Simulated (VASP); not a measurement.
Here is a VASP 6.6.1 calculation.

File INCAR:

```
  ALGO = Normal
  EDIFF = 1E-6
  ENCUT = 520
  GGA = CA
  ISIF = 2
  ISMEAR = -1
  LASPH = T
  LCHARG = T
  LELF = T
  LREAL = F
  LVHAR = T
  LWAVE = F
  NBANDS = 28
  NELM = 80
  PREC = Accurate
  SIGMA = 0.05
```

File KPOINTS:

```
k-points
0
Gamma
  9 9 9
```

The input POSCAR:

```
BaTiO3
1.0
    2.8463949824      1.6433669093      2.3330812713
   -2.8463949824      1.6433669093      2.3330812713
    0.0000000000     -3.2867338186      2.3330812713
Ba Ti O
1 1 3
Direct
    0.0000000000      0.0000000000      0.0000000000
    0.5140000000      0.5140000000      0.5140000000
    0.4916000000      0.4916000000      0.9815000000
    0.4916000000      0.9815000000      0.4916000000
    0.9815000000      0.4916000000      0.4916000000
```

Potentials or basis: VASP PAW LDA potentials, release 64 (Ba_sv, Ti_sv, O).

The run is started by

```console
$ cat potpaw_LDA.64/Ba_sv/POTCAR potpaw_LDA.64/Ti_sv/POTCAR potpaw_LDA.64/O/POTCAR > POTCAR
$ mpirun -np 1 vasp_std > vasp.out
```

Question: Predict the band gap on the k mesh.

Answer: 2.25 eV (least direct gap 2.61 eV).

Question: What does it give for the pressure?

Answer: -7.1 GPa.

Question: Estimate the largest force.

Answer: 0.181 eV/Å.

Forces on the atoms (eV/Å):
```
Ba   0.000  0.000  0.107
Ti   0.000  0.000  0.181
O    0.000  0.026 -0.096
O    0.023 -0.013 -0.096
O   -0.023 -0.013 -0.096
```

Caveat: the cell stands under tension; spin-orbit coupling is left out, which moves the levels of the heavy elements; an odd mesh through Γ misses points on the zone boundary, where band edges can lie.
